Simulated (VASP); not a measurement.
Set up this calculation in VASP 6.6.1, as the native input.

```yaml
Task: single point
Functional: PBE
Potentials_or_basis: VASP PAW PBE potentials, release 64 (Si, O)
Cutoff: 520 eV
k_mesh: 2 × 2 × 1
Occupations: gaussian, width 0.02 eV
Spin: no spin polarisation
Dipole_correction: no
Further_INCAR_settings: LREAL = Auto; ALGO = Normal; EDIFF = 1e-06; NBANDS = 103
```

The structure of Si11O20 (a cell with a defect) lies in POSCAR:

```
Si11O20
1.0
    7.1936790000      0.0000000000      0.0000000000
    0.0000000000      7.1936790000      0.0000000000
    0.0000000000      0.0000000000     12.1271720000
Si O
11 20
Direct
    0.0045079320      0.0096750939     -0.0002133225
    0.2177966741      0.0012306560      0.7879300737
    0.5066564758      0.2949030492      0.7034990130
   -0.0069965155      0.1824631714      0.2228484898
    0.2851698789      0.4801010281      0.2893217771
    0.5008822142      0.5161037204      0.4966406313
    0.6965126532      0.4815360040      0.2823301238
   -0.0086639343      0.7696332680      0.1996382403
    0.5068143468      0.7036958473      0.7148795406
    0.7963169754      0.0015656297      0.7861500480
    0.0081652636      0.9705770980      0.5489300250
    0.0042492568      0.1809798200      0.0874013741
    0.6809172580      0.5205144760      0.4147617101
    0.3134346918      0.5193090649      0.4208381306
    0.0021486747      0.8141951213      0.0674316156
    0.0076929927     -0.0068631366      0.7293781229
   -0.0119279997     -0.0325956353      0.2664188662
    0.8045706135      0.2869081325      0.2610731579
    0.8031822188      0.6532549517      0.2233006405
    0.1748937023      0.2854210101      0.2722290245
    0.1729213705      0.6512415970      0.2340092992
    0.5045152542      0.6935180346      0.5806782346
    0.1877869301      0.0201589442      0.9204807975
    0.8233504833      0.0219681948      0.9188141648
    0.5044819115      0.3264111083      0.5709571737
    0.4882971668      0.4650407637      0.2300575753
    0.5076573122      0.4948806930      0.7664494767
    0.3233307425      0.8093419172      0.7611147843
    0.3227951460      0.1822828840      0.7420407540
    0.6918440635      0.8092426363      0.7589280389
    0.6919343463      0.1821173565      0.7391852184
```

The input as run:

INCAR

```
SYSTEM = Si11O20
PREC = Accurate ; ENCUT = 520
EDIFF = 1E-6 ; ISMEAR = 0
SIGMA = 0.02 ; LREAL = Auto
LASPH = .TRUE. ; NELM = 120
ALGO = Normal ; ISIF = 2
LWAVE = .FALSE. ; LCHARG = .FALSE.
GGA = PE ; NBANDS = 103
GGA_COMPAT = .FALSE.
```

KPOINTS

```
Automatic mesh
0
G
  2 2 1
  0 0 0
```

Potentials or basis: VASP PAW PBE potentials, release 64 (Si, O).

Run with:

```sh
$ cat potpaw_PBE.64/Si/POTCAR potpaw_PBE.64/O/POTCAR > POTCAR
$ mpirun -np 1 vasp_std > vasp.out
```

Results of the run:

The pressure is 1.1 GPa, the largest force is 0.059 eV/Å and the band gap on the k mesh is zero (bands 82 and 83 overlap by 0.01 eV).

Caveat: the k points lie up to 0.52 Å⁻¹ apart.

Wall time 12 min on 1 thread of Oxide Virtual Turin-like Processor, on a shared host, peak memory 0.57 GiB.
